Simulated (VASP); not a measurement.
A run of VASP 6.6.1 is set up as follows.

The input POSCAR:

```
Si3N4
1.0
   -3.2373500000      3.2373500000      3.2373500000
    3.2373500000     -3.2373500000      3.2373500000
    3.2373500000      3.2373500000     -3.2373500000
Si N
6 8
Direct
    0.2500000000      0.1250000000      0.8750000000
    0.8750000000      0.2500000000      0.1250000000
    0.7500000000      0.3750000000      0.6250000000
    0.6250000000      0.7500000000      0.3750000000
    0.1250000000      0.8750000000      0.2500000000
    0.3750000000      0.6250000000      0.7500000000
    0.5628000000      0.5628000000      0.5628000000
    0.4372000000      0.5000000000      0.0000000000
    0.5000000000      0.0000000000      0.9372000000
    0.0000000000      0.4372000000      0.5000000000
    0.9372000000      0.5000000000      0.0000000000
    0.0628000000      0.0628000000      0.0628000000
    0.0000000000      0.9372000000      0.5000000000
    0.5000000000      0.0000000000      0.4372000000
```

INCAR.step1

```
ALGO = Normal
EDIFF = 1E-4
ENCUT = 520
GGA = PE
ISMEAR = -1
LASPH = True
LCHARG = False
LREAL = False
LWAVE = True
NBANDS = 45
NELM = 80
PREC = Accurate
SIGMA = 0.02
```

File INCAR.step2:

```
ALGO = Normal
EDIFF = 1E-8
ENCUT = 520
ISIF = 2
ISMEAR = -1
ISTART = 1
LASPH = True
LCHARG = False
LEFG = True
LMIXTAU = True
LREAL = False
LWAVE = False
METAGGA = R2SCAN
NBANDS = 45
NELM = 80
PREC = Accurate
SIGMA = 0.02
```

File KPOINTS:

```
k-points
0
Gamma
  6 6 6
```

Potentials or basis: VASP PAW PBE potentials, release 64 (Si, N).

Run with:

```console
$ cat potpaw_PBE.64/Si/POTCAR potpaw_PBE.64/N/POTCAR > POTCAR
$ cp INCAR.step1 INCAR
$ mpirun -np 1 vasp_std > vasp.out
$ cp INCAR.step2 INCAR
$ mpirun -np 1 vasp_std > vasp.out
```

Question: Estimate the pressure.

Answer: -4.2 GPa.

Question: Estimate the largest force.

Answer: 0.029 eV/Å.

Question: Predict the band gap on the k mesh.

Answer: 4.69 eV (least direct gap 4.87 eV).

Forces in eV/Å, atoms in the order of the input:
```
Si   0.000  0.000  0.000
Si   0.000  0.000  0.000
Si   0.000  0.000  0.000
Si   0.000  0.000  0.000
Si   0.000  0.000  0.000
Si   0.000  0.000  0.000
N    0.017  0.017  0.017
N    0.017 -0.017 -0.017
N   -0.017 -0.017  0.017
N   -0.017  0.017 -0.017
N    0.017 -0.017 -0.017
N    0.017  0.017  0.017
N   -0.017  0.017 -0.017
N   -0.017 -0.017  0.017
```

Caveat: the cell stands under tension; without QUAD_EFG the Cq values of the log hold for a quadrupole moment of 1 mb, not for the nuclei; the PAW data sets were made with another functional, which shifts forces and pressure a little. A k mesh can miss the band edges.
